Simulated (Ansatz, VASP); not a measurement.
# TiAl3 in VASP and in Ansatz

```
CELL_PARAMETERS angstrom
3.85651 0.00000 0.00000
0.00000 3.85651 0.00000
0.00000 0.00000 3.85651
ATOMIC_POSITIONS crystal
Ti 0.00000 0.00000 0.00000
Al 0.50000 0.00000 0.50000
Al 0.00000 0.50000 0.50000
Al 0.50000 0.50000 0.00000
```

Alike in both runs: task single point; functional PBE; k mesh 12 × 12 × 12; occupations gaussian, width 0.1 eV; no spin polarisation.

|  | VASP | Ansatz |
| --- | --- | --- |
| version | VASP 6.6.1 | Ansatz 0.2.0 |
| potentials or method | VASP PAW PBE potentials, release 64 (Ti_sv, Al), cutoff 520 eV | scalar-relativistic, plane waves, PAW |
| valence electrons in the cell | 21 | 21 |

|  | VASP | Ansatz | Ansatz less VASP |
| --- | --- | --- | --- |
| gap on the k mesh at the Fermi level (eV) | none | none | - |
| pressure (GPa) | 12.1 | 12.1 | +0.05 |

A gap of «none» marks a metal or a gap that the smearing closes.
